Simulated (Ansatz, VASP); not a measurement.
**Two plane-wave programs on CoSn**

```
Co Sn
1.0
     0.00000    2.86384    2.86384
     2.86384    0.00000    2.86384
     2.86384    2.86384    0.00000
Co Sn
1 1
Direct
  0.00000 0.00000 0.00000
  0.25000 0.25000 0.25000
```

Alike in both runs: functional PBE; k mesh 16 × 16 × 16; occupations gaussian, width 0.1 eV; no spin polarisation.

Ansatz relaxed the structure, and its values are those at the end. VASP's run is a single point on that final structure, the one shown.

|  | VASP | Ansatz |
| --- | --- | --- |
| version | VASP 6.6.1 | Ansatz 0.2.0 |
| potentials or method | VASP PAW PBE potentials, release 64 (Co, Sn_d), cutoff 520 eV | scalar-relativistic, plane waves, PAW |
| valence electrons in the cell | 23 | 31 |

|  | VASP | Ansatz | Ansatz less VASP |
| --- | --- | --- | --- |
| gap on the k mesh at the Fermi level (eV) | none | none | - |
| pressure (GPa) | 0.0 | 0.0 | -0.01 |

A gap of «none» marks a metal or a gap that the smearing closes. With one functional, cell and mesh, what is left measures potentials, basis and numerics. VASP's potentials hold 23 valence electrons a cell and Ansatz's 31, so a difference there can come from the potentials and not from the codes.
